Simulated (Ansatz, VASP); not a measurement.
**One calculation of In3GaSb2N2, two programs**

```
CELL_PARAMETERS angstrom
9.83102 0.00000 0.00000
-4.91551 8.51392 0.00000
0.00000 0.00000 4.08598
ATOMIC_POSITIONS crystal
In 0.50000 0.00000 0.50000
In 0.00000 0.50000 0.50000
In 0.50000 0.50000 0.50000
Ga 0.00000 0.00000 0.00000
Sb 0.33333 0.66667 0.50000
Sb 0.66667 0.33333 0.50000
N 0.33333 0.66667 0.00000
N 0.66667 0.33333 0.00000
```

Alike in both runs: functional PBE; k mesh 2 × 2 × 3; occupations gaussian, width 0.15 eV; no spin polarisation.

Ansatz relaxed the structure, and its values are those at the end. VASP's run is a single point on that final structure, the one shown.

```csv
,VASP,Ansatz
version,VASP 6.6.1,Ansatz 0.2.0
potentials or method,"VASP PAW PBE potentials, release 64 (In_d, Ga_d, Sb, N), cutoff 520 eV","scalar-relativistic, plane waves, PAW"
valence electrons in the cell,72,92
```

VASP gave:

```
gap on the k mesh at the Fermi level (eV) : none
pressure (GPa)                            : 0.6
```

What did Ansatz give for the same quantities?

gap on the k mesh at the Fermi level (eV): none; pressure (GPa): 0.5.

A gap of «none» marks a metal or a gap that the smearing closes. VASP's potentials hold 72 valence electrons a cell and Ansatz's 92, so a difference there can come from the potentials and not from the codes.

The k mesh is coarse, so the values compare programs but aren't converged. Spin-orbit coupling is off throughout.
